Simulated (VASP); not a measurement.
# MgO: single point with LDA

The system is MgO.

```
Mg O
1.0
    -3.45178    0.00000    0.00000
    -1.72589   -2.98933    0.00000
    -1.72589   -0.99644   12.41895
Mg O
6 6
Direct
  0.63888 0.63888 0.08335
  0.52777 0.52777 0.41668
  0.41666 0.41666 0.75002
  0.02777 0.02777 0.91668
  0.24999 0.24999 0.25002
  0.13888 0.13888 0.58335
  0.36111 0.36111 0.91668
  0.58333 0.58333 0.25002
  0.47222 0.47222 0.58335
  0.30555 0.30555 0.08335
  0.19444 0.19444 0.41668
  0.08333 0.08333 0.75002
```

- Program: VASP 6.6.1
- Task: single point
- Functional: LDA
- Potentials or basis: VASP PAW LDA potentials, release 64 (Mg, O)
- Cutoff: 520 eV
- k mesh: 8 × 8 × 2
- Occupations: gaussian, width 0.05 eV
- Spin: no spin polarisation
- Dipole correction: no
- Further INCAR settings: ALGO = Normal; EDIFF = 1e-06; NBANDS = 36; ISYM = 0

The pressure is 0.8 GPa and the largest force is 4.147 eV/Å. The band gap on the k mesh is 0.93 eV, indirect (least direct gap 0.99 eV).

Forces in eV/Å, atoms in the order of the input:
```
Mg   0.000  0.000  1.697
Mg   0.000  0.000  0.005
Mg   0.000  0.000 -0.154
Mg   0.000  0.000 -1.697
Mg   0.000  0.000  0.154
Mg   0.000  0.000 -0.005
O    0.000  0.000 -4.147
O    0.000  0.000 -0.030
O    0.000  0.000 -0.005
O    0.000  0.000  4.147
O    0.000  0.000  0.005
O    0.000  0.000  0.029
```

Stress tensor (GPa, compression positive):
```
-5.96  0.00  0.00
 0.00 -5.96  0.00
 0.00  0.00 14.45
```

Levels at points of the mesh, in eV from the valence-band top:
```csv
k point,band 22,band 23,band 24,band 25,band 26,band 27
"(0.00, 0.00, 0.00)",-1.99,-1.99,-0.06,0.93,3.17,3.92
"(0.50, 0.00, 0.00)",-1.89,-1.86,-0.06,3.85,5.05,5.79
"(0.00, 0.50, 0.00)",-1.89,-1.86,-0.06,3.85,5.05,5.79
"(0.50, 0.50, 0.00)",-1.95,-1.71,-0.07,3.85,5.06,5.85
"(0.00, 0.00, 0.50)",-1.94,-1.75,-0.26,1.08,2.92,4.53
"(0.50, 0.00, 0.50)",-1.95,-1.71,-0.07,3.85,5.06,5.85
"(0.00, 0.50, 0.50)",-1.95,-1.71,-0.07,3.85,5.06,5.85
"(0.50, 0.50, 0.50)",-1.89,-1.86,-0.06,3.85,5.05,5.79
```

Run time: 7.1 min on 1 thread of Oxide Virtual Turin-like Processor, on a shared host, peak memory 0.33 GiB.

Caveat: forces of over 1 eV/Å act on the atoms, so gaps and moduli don't describe the material at rest. A k mesh can miss the band edges.
